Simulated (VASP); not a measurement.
Input of a VASP 6.6.1 run:

File INCAR:

```
ALGO = Normal
DIPOL = 0.5 0.5 0.404
EDIFF = 1E-6
ENCUT = 520
GGA = PE
IDIPOL = 3
ISIF = 2
ISMEAR = 0
IVDW = 12
LASPH = True
LCHARG = False
LDIPOL = True
LREAL = False
LWAVE = False
NBANDS = 25
NELM = 100
PREC = Accurate
SIGMA = 0.05
```

KPOINTS

```
k-points
0
Gamma
  9 9 1
```

POSCAR

```
MgI2
1.0
    4.1311066128      0.0000000000      0.0000000000
   -2.0655533064      3.5776432724      0.0000000000
    0.0000000000      0.0000000000     24.2265084657
I Mg
4 2
Direct
    0.3333333333      0.6666666667      0.1857469477
    0.6666666667      0.3333333333      0.3245723272
    1.3333333333      0.5555555556      0.4826636182
    1.6666666667      0.2222222222      0.6214889978
    0.0000000000      0.0000000000      0.2551596374
    1.0000000000     -0.1111111111      0.5520763080
```

Potentials or basis: VASP PAW PBE potentials, release 64 (I, Mg).

Run with:

```sh
$ cat potpaw_PBE.64/I/POTCAR potpaw_PBE.64/Mg/POTCAR > POTCAR
$ mpirun -np 1 vasp_std > vasp.out
```

**Question.** Estimate the largest force.

**Answer.** 0.033 eV/Å.

**Question.** Predict the dispersion energy per atom.

**Answer.** -0.266 eV.

**Question.** What does it give for the band gap on the k mesh?

**Answer.** 3.59 eV (least direct gap 3.92 eV).

Forces on the atoms (eV/Å):
```
I    0.000  0.000  0.015
I    0.012 -0.011  0.029
I   -0.012  0.011 -0.029
I    0.000  0.000 -0.015
Mg  -0.001  0.002  0.013
Mg   0.001 -0.002 -0.013
```

Caveat: the cell differs from its parent crystal (layers slid over each other); spin-orbit coupling is left out, which moves the levels of the heavy elements.
